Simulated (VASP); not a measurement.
InGaTe3:

```
In Ga Te
1.0
     5.48057    0.00000    0.00000
    -2.74029    4.74631    0.00000
     0.00000    0.00000    5.86905
In Ga Te
1 1 3
Cartesian
  0.0000 0.0000 0.0000
  0.0000 0.0000 2.9345
  2.7403 0.0000 2.9345
  -1.3701 2.3732 2.9345
  1.3701 2.3732 2.9345
```

The cell was generated, and may not be a known phase.

- Program: VASP 6.6.1
- Task: relaxation of cell and atoms
- Functional: PBE
- Potentials or basis: VASP PAW PBE potentials, release 64 (In_d, Ga_d, Te)
- Cutoff: 600 eV
- k mesh: 6 × 6 × 4
- Occupations: gaussian, width 0.1 eV
- Spin: no spin polarisation

At the start: pressure 21.3 GPa; volume 30.53 Å³/atom.

Task: How do energy, volume and symmetry change on relaxing?

Result: Over 7 steps the energy falls by 786.7 meV/atom and the volume is 38.10 Å³/atom (+24.8 %); space group P6/mmm (No. 191, to 0.1 Å) before and after.

The path:
| step | energy change (eV) | largest force (eV/Å) | pressure (GPa) | volume (Å³) |
| --- | --- | --- | --- | --- |
| 1 | 0.0000 | 0.0000 | 21.32 | 152.67 |
| 2 | -2.5867 | 0.0000 | -4.16 | 254.86 |
| 3 | -3.8737 | 0.0000 | -0.61 | 203.15 |
| 4 | -3.8736 | 0.0000 | -0.41 | 202.07 |
| 5 | -3.9007 | 0.0000 | -0.32 | 198.87 |
| 6 | -3.9317 | 0.0000 | -0.04 | 192.55 |
| 7 | -3.9333 | 0.0000 | 0.08 | 190.48 |

Final structure:
```
In Ga Te
1.0
     6.32956    0.00000    0.00000
    -3.16478    5.48156    0.00000
     0.00000    0.00000    5.48991
In Ga Te
1 1 3
Direct
  0.00000 0.00000 0.00000
  0.00000 0.00000 0.50000
  0.50000 0.00000 0.50000
  0.00000 0.50000 0.50000
  0.50000 0.50000 0.50000
```

Caveat: the volume moved by over 15 % at a fixed basis, so the end points are rough.
